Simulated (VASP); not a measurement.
# Fe (Im-3m) in VASP: a series of runs, part 2 of 2

VASP 6.6.1. The steps go on from the part before.

### Step 4. Single point, PBEsol, collinear spin, ferromagnetic start

This run uses another cell than the first one, of 10.80 Å³/atom, 1.016 times its volume.

File INCAR:

```
PREC = Accurate
ENCUT = 520
EDIFF = 1E-7
ISMEAR = 0
SIGMA = 0.05
LREAL = F
LASPH = T
NELM = 150
ALGO = Normal
ISIF = 2
LWAVE = F
LCHARG = F
ISPIN = 2
MAGMOM = 2.31
LORBIT = 11
LMAXMIX = 4
GGA = PS
NBANDS = 14
```

File KPOINTS:

```
regular mesh
0
Gamma
  20 20 20
```

File POSCAR:

```
Fe
1.0
   -1.3926441627      1.3926441627      1.3926441627
    1.3926441627     -1.3926441627      1.3926441627
    1.3926441627      1.3926441627     -1.3926441627
Fe
1
Direct
    0.0000000000      0.0000000000      0.0000000000
```

Potentials or basis: VASP PAW PBE potentials, release 64 (Fe).

The run is started by

```console
> cat potpaw_PBE.64/Fe/POTCAR > POTCAR
> mpirun -np 1 vasp_std > vasp.out
```

OUTCAR:

```text
PREC = Accurate
   ENCUT = 520
   EDIFF = 1E-7
   ISMEAR = 0
   LREAL = F
   LASPH = T
   NELM = 150
   ISIF = 2
   ISPIN = 2
   LORBIT = 11
   GGA = PS

 ion  position               nearest neighbor table
   1  0.000  0.000  0.000-

  LATTYP: Found a body centered cubic cell.
 ALAT       =     2.7852883254

  Lattice vectors:

 A1 = (  -1.3926441627,   1.3926441627,   1.3926441627)
 A2 = (   1.3926441627,  -1.3926441627,   1.3926441627)
 A3 = (   1.3926441627,   1.3926441627,  -1.3926441627)

Analysis of symmetry for initial positions (statically):
=====================================================================
 Subroutine PRICEL returns:
 Original cell was already a primitive cell.

 Routine SETGRP: Setting up the symmetry group for a
 body centered cubic supercell.

 Subroutine GETGRP returns: Found 48 space group operations
 (whereof 48 operations were pure point group operations)
 out of a pool of 48 trial point group operations.

The static configuration has the point symmetry O_h .

Analysis of symmetry for dynamics (positions and initial velocities):
=====================================================================
 Subroutine PRICEL returns:
 Original cell was already a primitive cell.

 Routine SETGRP: Setting up the symmetry group for a
 body centered cubic supercell.

 Subroutine GETGRP returns: Found 48 space group operations
 (whereof 48 operations were pure point group operations)
 out of a pool of 48 trial point group operations.

The dynamic configuration has the point symmetry O_h .

Analysis of structural, dynamic, and magnetic symmetry:
=====================================================================
 Subroutine PRICEL returns:
 Original cell was already a primitive cell.

 Routine SETGRP: Setting up the symmetry group for a
 body centered cubic supercell.

 Subroutine GETGRP returns: Found 48 space group operations
 (whereof 48 operations were pure point group operations)
 out of a pool of 48 trial point group operations.

The overall configuration has the point symmetry O_h .

 Subroutine INISYM returns: Found 48 space group operations
 (whereof 48 operations are pure point group operations),
[... 154 lines left out ...]
      1      -2.6229      1.00000
      2       3.7965      1.00000
      3       3.7965      1.00000
      4       3.7965      1.00000
      5       5.1532      1.00000
      6       5.1532      1.00000
      7      31.6189      0.00000
      8      31.6189      0.00000
      9      31.6189      0.00000
     10      37.0533      0.00000
     11      37.0533      0.00000
     12      39.6267      0.00000
     13      39.6267      0.00000
     14      39.6268      0.00000
[... 379 lines left out ...]
      3       3.5001      1.00000
      4       4.9558      1.00000
      5       5.3704      1.00000
      6       5.9728      1.00000
      7      20.3601      0.00000
      8      24.8629      0.00000
      9      28.5795      0.00000
     10      31.9274      0.00000
     11      36.6108      0.00000
     12      38.0960      0.00000
     13      43.8644      0.00000
     14      46.0765      0.00000

 [... further k-points ...]

 spin component 2

 k-point     1 :       0.0000    0.0000    0.0000
  band No.  band energies     occupation
      1      -2.3590      1.00000
      2       5.6037      1.00000
      3       5.6038      1.00000
      4       5.6038      1.00000
      5       7.7145      0.00000
      6       7.7146      0.00000
      7      31.5469      0.00000
      8      31.5469      0.00000
      9      31.5469      0.00000
     10      37.3809      0.00000
     11      37.3809      0.00000
     12      40.3352      0.00000
     13      40.3352      0.00000
     14      40.3352      0.00000
[... 379 lines left out ...]
      3       5.0288      1.00000
      4       7.3019      0.00000
      5       7.8039      0.00000
      6       8.0123      0.00000
      7      21.1699      0.00000
      8      25.3419      0.00000
      9      29.1843      0.00000
     10      32.2762      0.00000
     11      37.1629      0.00000
     12      38.5173      0.00000
     13      44.1858      0.00000
     14      46.5960      0.00000

 [... further k-points ...]
[... 5 lines left out ...]
  --------------------------------------------------------------------------------------
  -------------------------------------------------------------------------------------
  Total       -0.0104202     -0.0104202     -0.0104202      0.0000000     -0.0000000      0.0000000
  in kB       -1.5452786     -1.5452786     -1.5452786      0.0000000     -0.0000000      0.0000000
  external PRESSURE =      -1.5452786 kB  Pullay stress =       0.0000000 kB

 VOLUME and BASIS-vectors are now :
 -----------------------------------------------------------------------------
  energy-cutoff  :      520.00
  volume of cell :       10.80
      direct lattice vectors                 reciprocal lattice vectors
    -1.392644163  1.392644163  1.392644163     0.000000000  0.359029258  0.359029258
     1.392644163 -1.392644163  1.392644163     0.359029258  0.000000000  0.359029258
     1.392644163  1.392644163 -1.392644163     0.359029258  0.359029258  0.000000000

 POSITION                                       TOTAL-FORCE (eV/Angst)
 -----------------------------------------------------------------------------------
      0.00000      0.00000      0.00000         0.000000      0.000000      0.000000
 -----------------------------------------------------------------------------------
    total drift:                                0.000000     -0.000000      0.000000

  FREE ENERGIE OF THE ION-ELECTRON SYSTEM (eV)
  ---------------------------------------------------
  free  energy   TOTEN  =        -8.9200758636 eV

  energy  without entropy=       -8.9193056465  energy(sigma->0) =       -8.91969076

 total charge

# of ion       s       p       d       tot
------------------------------------------
    1        0.512   0.592   6.277   7.382

 magnetization (x)

# of ion       s       p       d       tot
------------------------------------------
    1       -0.012  -0.049   2.126   2.064
```

Run time: 43 s. Hardware: 1 thread of AMD EPYC 9R14 (Zen 4), shared host; peak memory 0.14 GiB.

Results:

```yaml
Free_energy: -8.9201 eV
Pressure: -0.2 GPa
Net_moment: 2.08 μB per cell
Site_moments: Fe +2.06 μB
Valence_electrons_inside_the_program's_atomic_spheres: Fe 7.38
```

Levels at points of the mesh, in eV from the Fermi level:
Spin up:
| k point | band 1 | band 2 | band 3 | band 4 | band 5 | band 6 | band 7 | band 8 | band 9 | band 10 |
| --- | --- | --- | --- | --- | --- | --- | --- | --- | --- | --- |
| (0.00, 0.00, 0.00) | -8.83 | -2.41 | -2.41 | -2.41 | -1.05 | -1.05 | 25.41 | 25.41 | 25.41 | 30.85 |
| (0.50, 0.00, 0.00) | -5.24 | -3.59 | -0.99 | -0.84 | 0.41 | 0.52 | 7.78 | 18.70 | 20.93 | 24.17 |
| (0.50, 0.50, 0.50) | -5.16 | -5.16 | 0.22 | 0.22 | 0.22 | 10.20 | 10.20 | 10.20 | 16.13 | 16.13 |
Spin down:
```
           k point  band 1  band 2  band 3  band 4  band 5  band 6  band 7  band 8
(0.00, 0.00, 0.00)   -8.56   -0.60   -0.60   -0.60    1.51    1.51   25.34   25.34
(0.50, 0.00, 0.00)   -4.00   -1.97    0.64    1.38    1.79    2.61    9.13   18.87
(0.50, 0.50, 0.50)   -3.45   -3.45    2.29    2.29    2.29   10.55   10.55   10.55
```

Caveat: the PAW data sets were made with another functional, which shifts forces and pressure a little.

### Step 5. Single point, PBEsol, collinear spin, ferromagnetic start

This run uses another cell than the first one, of 11.82 Å³/atom, 1.111 times its volume.

File INCAR:

```
SYSTEM = Fe
PREC = Accurate ; ENCUT = 520
EDIFF = 1E-6 ; ISMEAR = 0
SIGMA = 0.05 ; LREAL = .False.
LASPH = .True. ; NELM = 150
ALGO = Normal ; ISIF = 2
LWAVE = .False. ; LCHARG = .True.
ISPIN = 2 ; MAGMOM = 2.5
LORBIT = 11 ; LMAXMIX = 4
GGA = PS ; LELF = .True.
LVHAR = .True. ; NBANDS = 14
```

File KPOINTS:

```
Automatic mesh
0
Gamma
  20 20 20
  0 0 0
```

File POSCAR:

```
Fe
1.0
   -1.4350000000      1.4350000000      1.4350000000
    1.4350000000     -1.4350000000      1.4350000000
    1.4350000000      1.4350000000     -1.4350000000
Fe
1
Direct
    0.0000000000      0.0000000000      0.0000000000
```

The run is started by

```console
> cat potpaw_PBE.64/Fe/POTCAR > POTCAR
> mpirun -np 1 vasp_std > vasp.out
```

Run time: 44 s. Hardware: 1 thread of AMD EPYC 9R14 (Zen 4), shared host; peak memory 0.14 GiB.

The run converged. Its results:

* Free energy: -8.8666 eV
* Pressure: -15.6 GPa
* Net moment: 2.26 μB per cell
* Site moments: Fe +2.25 μB
* Valence electrons inside the program's atomic spheres: Fe 7.19

Levels at points of the mesh, in eV from the Fermi level:
Spin up:
| k point | band 1 | band 2 | band 3 | band 4 | band 5 | band 6 | band 7 | band 8 | band 9 | band 10 |
| --- | --- | --- | --- | --- | --- | --- | --- | --- | --- | --- |
| (0.00, 0.00, 0.00) | -8.26 | -2.22 | -2.22 | -2.22 | -1.03 | -1.03 | 24.57 | 24.57 | 24.57 | 29.42 |
| (0.50, 0.00, 0.00) | -4.72 | -3.25 | -0.99 | -0.86 | 0.32 | 0.48 | 6.99 | 17.98 | 19.54 | 22.85 |
| (0.50, 0.50, 0.50) | -4.60 | -4.60 | 0.07 | 0.07 | 0.07 | 9.59 | 9.59 | 9.59 | 15.23 | 15.23 |
Spin down:
```
           k point  band 1  band 2  band 3  band 4  band 5  band 6  band 7
(0.00, 0.00, 0.00)   -8.01   -0.22   -0.22   -0.22    1.66    1.66   24.46
(0.50, 0.00, 0.00)   -3.39   -1.44    0.68    1.54    1.90    2.64    8.42
(0.50, 0.50, 0.50)   -2.78   -2.78    2.35    2.35    2.35    9.95    9.95
```

Caveat: the PAW data sets were made with another functional, which shifts forces and pressure a little.

### Step 6. Single point, PBEsol, collinear spin, antiferromagnetic start

This run uses another cell than the first one: it holds 2 atoms, not 1.

File INCAR:

```
  PREC = Accurate
  ENCUT = 520
  EDIFF = 1E-6
  ISMEAR = 0
  SIGMA = 0.05
  LREAL = F
  LASPH = T
  NELM = 150
  ALGO = Normal
  ISIF = 2
  LWAVE = F
  LCHARG = F
  ISPIN = 2
  MAGMOM = 2.5 -2.5
  LORBIT = 11
  LMAXMIX = 4
  GGA = PS
  NBANDS = 19
```

File KPOINTS:

```
Automatic mesh
0
Gamma
  20 20 10
```

File POSCAR:

```
Fe
1.0
    0.0000000000      2.7852883254      0.0000000000
    2.7852883254      0.0000000000      0.0000000000
    2.7852883254      2.7852883254     -2.7852883254
Fe
2
Direct
    0.0000000000      0.0000000000      0.0000000000
    0.0000000000      0.0000000000      0.5000000000
```

Potentials or basis: VASP PAW PBE potentials, release 64 (Fe).

The run is started by

```console
> cat potpaw_PBE.64/Fe/POTCAR > POTCAR
> mpirun -np 1 vasp_std > vasp.out
```

OUTCAR:

```text
PREC = Accurate
   ENCUT = 520
   EDIFF = 1E-6
   ISMEAR = 0
   LREAL = F
   LASPH = T
   NELM = 150
   ISIF = 2
   ISPIN = 2
   LORBIT = 11
   GGA = PS

 ion  position               nearest neighbor table
   1  0.000  0.000  0.000-   2 2.41   2 2.41   2 2.41   2 2.41   2 2.41   2 2.41   2 2.41   2 2.41

   2  0.000  0.000  0.500-   1 2.41   1 2.41   1 2.41   1 2.41   1 2.41   1 2.41   1 2.41   1 2.41

  LATTYP: Found a simple cubic cell.
 ALAT       =     2.7852883254

  Lattice vectors:

 A1 = (   0.0000000000,   2.7852883254,   0.0000000000)
 A2 = (   2.7852883254,   0.0000000000,   0.0000000000)
 A3 = (   0.0000000000,   0.0000000000,  -2.7852883254)

Analysis of symmetry for initial positions (statically):
=====================================================================
 Subroutine PRICEL returns following result:

  LATTYP: Found a body centered cubic cell.
 ALAT       =     2.7852883254
[... 12 lines left out ...]
 Subroutine GETGRP returns: Found 48 space group operations
[... 736 lines left out ...]

 [... further k-points ...]

 spin component 2

 k-point     1 :       0.0000    0.0000    0.0000
  band No.  band energies     occupation
      1      -2.5043      1.00000
      2       1.7401      1.00000
      3       1.7401      1.00000
      4       4.5134      1.00000
      5       4.5134      1.00000
      6       4.5134      1.00000
[... 517 lines left out ...]
     18      28.8500      0.00000
     19      31.6902      0.00000

 [... further k-points ...]
[... 5 lines left out ...]
  --------------------------------------------------------------------------------------
  -------------------------------------------------------------------------------------
  Total       -1.2242491     -1.2242491     -1.2242491      0.0000000      0.0000000     -0.0000000
  in kB      -90.7757615    -90.7757615    -90.7757615      0.0000000      0.0000000     -0.0000000
  external PRESSURE =     -90.7757615 kB  Pullay stress =       0.0000000 kB

 VOLUME and BASIS-vectors are now :
 -----------------------------------------------------------------------------
  energy-cutoff  :      520.00
  volume of cell :       21.61
      direct lattice vectors                 reciprocal lattice vectors
     0.000000000  2.785288325  0.000000000     0.000000000  0.359029258  0.359029258
     2.785288325  0.000000000  0.000000000     0.359029258  0.000000000  0.359029258
     2.785288325  2.785288325 -2.785288325     0.000000000  0.000000000 -0.359029258

 POSITION                                       TOTAL-FORCE (eV/Angst)
 -----------------------------------------------------------------------------------
      0.00000      0.00000      0.00000        -0.000000     -0.000000      0.000000
      1.39264      1.39264     -1.39264         0.000000      0.000000      0.000000
 -----------------------------------------------------------------------------------
    total drift:                                0.000000      0.000000     -0.000000

  FREE ENERGIE OF THE ION-ELECTRON SYSTEM (eV)
  ---------------------------------------------------
  free  energy   TOTEN  =       -17.0215742135 eV

  energy  without entropy=      -17.0149986722  energy(sigma->0) =      -17.01828644

 total charge

# of ion       s       p       d       tot
------------------------------------------
    1        0.510   0.582   6.287   7.379
    2        0.510   0.582   6.287   7.379
--------------------------------------------------
tot          1.020   1.164  12.575  14.758

 magnetization (x)

# of ion       s       p       d       tot
------------------------------------------
    1        0.013   0.021   1.203   1.237
    2       -0.013  -0.021  -1.203  -1.237
--------------------------------------------------
tot          0.000  -0.000   0.000   0.000
```

stdout:

```text
POSCAR found type information on POSCAR Fe
 POSCAR found :  1 types and       2 ions
 scaLAPACK will be used
 -----------------------------------------------------------------------------
|                                                                             |
|                                                                             |
|     You enforced a specific xc type in the INCAR file but a different       |
|     I HOPE YOU KNOW WHAT YOU ARE DOING!                                     |
|                                                                             |
 -----------------------------------------------------------------------------

 LDA part: xc-table for (Slater+PW92), standard interpolation
 POSCAR, INCAR and KPOINTS ok, starting setup
 FFT: planning ... GRIDC
 FFT: planning ... GRID_SOFT
 FFT: planning ... GRID
 WAVECAR not read
 entering main loop
```

Run time: 73 s. Hardware: 1 thread of Intel Xeon Platinum 8488C (Sapphire Rapids), shared host; peak memory 0.23 GiB.

Results:

```yaml
Free_energy: -17.0216 eV
Pressure: -9.1 GPa
Band_gap_on_the_k_mesh: zero (filled and empty bands overlap)
Net_moment: 0.00 μB per cell
Site_moments: Fe +1.24, -1.24 μB
Valence_electrons_inside_the_program's_atomic_spheres: Fe 7.38
```

Caveat: the PAW data sets were made with another functional, which shifts forces and pressure a little.

### Step 7. The runs side by side

```tsv
spin	cell	k mesh	gap on the mesh (eV)	pressure (GPa)	moment (μB)
collinear, ferromagnetic start	a = 2.400 Å, angles 109.5°, 1 atom	20 × 20 × 20	none	3.7	2.07
collinear, ferromagnetic start	a = 2.414 Å, angles 109.5°, 1 atom	20 × 20 × 20	none	-0.6	2.08
collinear, ferromagnetic start	a = 2.412 Å, angles 109.5°, 1 atom	20 × 20 × 20	none	-0.2	2.08
collinear, ferromagnetic start	a = 2.485 Å, angles 109.5°, 1 atom	20 × 20 × 20	none	-15.6	2.26
collinear, antiferromagnetic start	a = 2.785, b = 2.785, c = 4.824 Å, angles 54.7, 54.7, 90.0°, 2 atoms	20 × 20 × 10	none	-9.1	0.00
```

Alike in all rows: task single point; level PBEsol; potentials or basis VASP PAW PBE potentials, release 64 (Fe); cutoff (eV) 520; smearing gaussian 0.05 eV.

Caveats: the PAW data sets were made with another functional, which shifts forces and pressure a little.

Absolute energies hang on the potentials; compare differences alone.
